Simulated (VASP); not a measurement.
Set up this calculation in VASP 6.6.1, as the native input.

```yaml
Task: relaxation of cell and atoms
Functional: PBEsol
Potentials_or_basis: VASP PAW PBE potentials, release 64 (K_sv, Br)
Cutoff: 600 eV
k_mesh: 6 × 6 × 6
Occupations: gaussian, width 0.01 eV
Spin: no spin polarisation
Target_pressure: 15 GPa
Dipole_correction: no
Further_INCAR_settings: ALGO = Normal; EDIFF = 1e-07; IBRION = 2; EDIFFG = -0.002; NSW = 100; ISIF = 3
```

The structure of KBr lies in POSCAR:

```
KBr
1.0
    3.2745281208      3.2745281208      0.0000000000
   -3.2745281208      3.2745281208      0.0000000000
    0.0000000000      3.2745281208      3.2745281208
K Br
1 1
Direct
    0.0000000000      0.0000000000      0.0000000000
    0.5000000000      0.5000000000      0.0000000000
```

These files were run (other wordings do the same):

INCAR

```
PREC = Accurate
ENCUT = 600
EDIFF = 1E-7
ISMEAR = 0
SIGMA = 0.01
LREAL = False
LASPH = True
NELM = 60
ALGO = Normal
ISIF = 3
LWAVE = False
LCHARG = False
GGA = PS
IBRION = 2
NSW = 100
EDIFFG = -0.002
PSTRESS = 150.0
```

KPOINTS

```
regular mesh
0
Gamma
  6 6 6
```

Potentials or basis: VASP PAW PBE potentials, release 64 (K_sv, Br).

Launch:

```sh
$ cat potpaw_PBE.64/K_sv/POTCAR potpaw_PBE.64/Br/POTCAR > POTCAR
$ mpirun -np 1 vasp_std > vasp.out
```

Results of the run:

```yaml
Relaxed_volume: 24.14 Å³/atom
Relaxed_cell: a = 4.087 Å, b = 4.087 Å, c = 4.087 Å, α = 60.00°, β = 60.00°, γ = 90.00°
Space_group_after_relaxing_to_0.05_Å: Fm-3m (No. 225)
Energy_change_on_relaxing_the_enthalpy_is_what_falls: +357.8 meV/atom
Ionic_steps: 6
Pressure_after_relaxing: 15.0 GPa
Band_gap_on_the_k_mesh: 4.80 eV, indirect (least direct gap 5.21 eV)
```

Caveat: the cell is relaxed towards a set pressure, so the enthalpy falls and the energy may rise; the volume moved by over 15 % at a fixed basis, so the end points are rough; the PAW data sets were made with another functional, which shifts forces and pressure a little.

It took 2.7 min on 1 thread of Intel(R) Xeon(R) Platinum 8259CL CPU @ 2.50GHz (Skylake/Cascade Lake), with other jobs on the host, peak memory 0.24 GiB.
